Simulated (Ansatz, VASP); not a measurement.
## Be2CdO3 in VASP and in Ansatz

The input INCAR:

```
SYSTEM = Be2CdO3
  PREC = Accurate
  ENCUT = 600
  EDIFF = 1E-6
  ISMEAR = 0
  SIGMA = 0.1
  LREAL = .FALSE.
  LASPH = .TRUE.
  NELM = 100
  ALGO = Normal
  ISIF = 3
  LWAVE = .FALSE.
  LCHARG = .FALSE.
  GGA = PE
  IBRION = 2
  NSW = 100
  EDIFFG = -0.01
```

KPOINTS

```
Automatic mesh
0
G
  14 14 6
  0 0 0
```

POSCAR

```
Be2CdO3
1.0
    2.5703195263      0.0000000000      0.0000000000
    0.0000000000      2.5703195263      0.0000000000
    0.0000000000      0.0000000000      7.9764672765
Be Cd O
2 1 3
Direct
    0.5000000000      0.5000000000      0.8458936172
    0.5000000000      0.5000000000      0.1541063828
    0.5000000000      0.5000000000      0.5000000000
    0.0000000000      0.0000000000      0.0000000000
    0.0000000000      0.0000000000      0.7067543622
    0.0000000000      0.0000000000      0.2932456378
```

Input for Ansatz:

```yaml
crystal:
  lattice:
    - [2.5703195263, 0.0, 0.0]
    - [0.0, 2.5703195263, 0.0]
    - [0.0, 0.0, 7.9764672765]
  atoms:
    - { symbol: Be, position: [0.5, 0.5, 0.8458936172] }
    - { symbol: Be, position: [0.5, 0.5, 0.1541063828] }
    - { symbol: Cd, position: [0.5, 0.5, 0.5] }
    - { symbol: O, position: [0.0, 0.0, 0.0] }
    - { symbol: O, position: [0.0, 0.0, 0.7067543622] }
    - { symbol: O, position: [0.0, 0.0, 0.2932456378] }
basis:
  ecutwfc: 420
kpoints:
  mp_grid: { grid: [14, 14, 6] }
hamiltonian:
  xc: pbe
scf:
  occupations: { method: gaussian, width: 0.1 }
output:
  forces: true
  stress: true
  eigenvalues: true
  write_density: true
  write_potential: true
  elf: true
  volumetric_format: npy
relax:
  adjacent_minimum: "off"
  f_tol: 0.01
  max_steps: 80
  cell: { stress_tol: 0.05 }
```

Change from the starting cell: species swapped into the MgSc3Ru2 type (P4/mmm, No. 123).

Alike in both runs: task relaxation of cell and atoms; functional PBE; k mesh 14 × 14 × 6; occupations gaussian, width 0.1 eV; no spin polarisation.

```csv
,VASP,Ansatz
version,VASP 6.6.1,Ansatz 0.2.0
potentials or method,"VASP PAW PBE potentials, release 64 (Be, Cd, O), cutoff 600 eV","scalar-relativistic, plane waves, PAW"
valence electrons in the cell,34,42
```

```tsv
	VASP	Ansatz	Ansatz less VASP
gap on the k mesh at the Fermi level, each at its own relaxed structure (eV)	none	none	-
relaxed volume (Å³/atom)	8.82	8.77	-0.043
relaxed cell length with the largest relative difference (Å)	7.995	7.975	-0.0204
```

A gap of «none» marks a metal or a gap that the smearing closes. VASP's potentials hold 34 valence electrons a cell and Ansatz's 42, so a difference there can come from the potentials and not from the codes.
